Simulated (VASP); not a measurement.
Write the native input for VASP 6.6.1 that does the following.

```yaml
Task: single point
Functional: PBE
Potentials_or_basis: VASP PAW PBE potentials, release 64 (Ti_sv, H)
Cutoff: 520 eV
k_mesh: 6 × 6 × 1
Occupations: gaussian, width 0.1 eV
Spin: no spin polarisation
Dipole_correction: yes
Further_INCAR_settings: ALGO = Normal; EDIFF = 1e-06; NBANDS = 47
```

The structure of Ti3H lies in POSCAR:

```
Ti3H
1.0
    4.6037402166      0.0000000000      0.0000000000
   -2.3018701083      3.9869559800      0.0000000000
    0.0000000000      0.0000000000     22.4968207969
Ti H
6 2
Direct
    0.6666666667      0.3333333333      0.1778029010
    0.3333333333      0.6666666667      0.2195747826
    0.0000000000      0.0000000000      0.2613466643
    0.6666666667      0.3333333333      0.2980472831
    0.3333333333      0.6666666667      0.3304570154
    0.0000000000      0.0000000000      0.3776898467
    0.2925754216      0.7074245784      0.4932617323
    0.3740912451      0.6259087549      0.4932617323
```

One way to write it, as run:

INCAR

```
SYSTEM = Ti3H
PREC = Accurate
ENCUT = 520
EDIFF = 1E-6
ISMEAR = 0
SIGMA = 0.1
LREAL = .FALSE.
LASPH = .TRUE.
NELM = 80
ALGO = Normal
ISIF = 2
LWAVE = .FALSE.
LCHARG = .FALSE.
LDIPOL = .TRUE.
IDIPOL = 3
DIPOL = 0.5 0.5 0.331
GGA = PE
NBANDS = 47
```

KPOINTS

```
regular mesh
0
G
  6 6 1
  0 0 0
```

Potentials or basis: VASP PAW PBE potentials, release 64 (Ti_sv, H).

Run with:

```bash
$ cat potpaw_PBE.64/Ti_sv/POTCAR potpaw_PBE.64/H/POTCAR > POTCAR
$ mpirun -np 1 vasp_std > vasp.out
```

It gave:

| Item | Value |
| --- | --- |
| Largest force | 4.927 eV/Å |
| Band gap on the k mesh | zero (bands 37 and 38 overlap by 0.25 eV) |

Run time: 6.4 min on 1 thread of AMD EPYC 9R45 96-Core Processor (Zen 5) (shared host), peak memory 0.53 GiB.
